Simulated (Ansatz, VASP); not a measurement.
AlN in VASP and in Ansatz

```
Al N
1.0
     3.07989    0.00000    0.00000
    -1.53995    2.66726    0.00000
     0.00000    0.00000    4.97800
Al N
2 2
Direct
  0.33333 0.66667 0.00000
  0.66667 0.33333 0.50000
  0.33333 0.66667 0.38500
  0.66667 0.33333 0.88500
```

Change from the starting cell: equal xx and yy strain of -1 %, PAW files.

Alike in both runs: task electric field gradients; functional PBEsol; k mesh 11 × 11 × 6; occupations fermi-dirac, width 0.02 eV; no spin polarisation.

```csv
,VASP,Ansatz
version,VASP 6.6.1,Ansatz 0.2.0
potentials or method,"VASP PAW PBE potentials, release 64 (Al, N)","PAW with Ansatz's default frozen-core files, scalar-relativistic"
plane-wave cutoff (eV),520,420
valence electrons in the cell,16,16
```

```tsv
	VASP	Ansatz	Ansatz less VASP
gap on the k mesh at the Fermi level (eV)	4.29	4.27	-0.018
pressure (GPa)	5.0	5.0	-0.02
traceless stress, the component that is largest in VASP (GPa)	-4.44	-4.38	+0.057
rms of the force components (eV/Å)	0.174	0.172	-0.0019
size of Vzz on the site where it differs most (V/Å²)	11.1	10.7	-0.43
```

VASP's potentials were made for PBE, not for PBEsol. Atom by atom the forces differ by 0.002 eV/Å (rms over components).
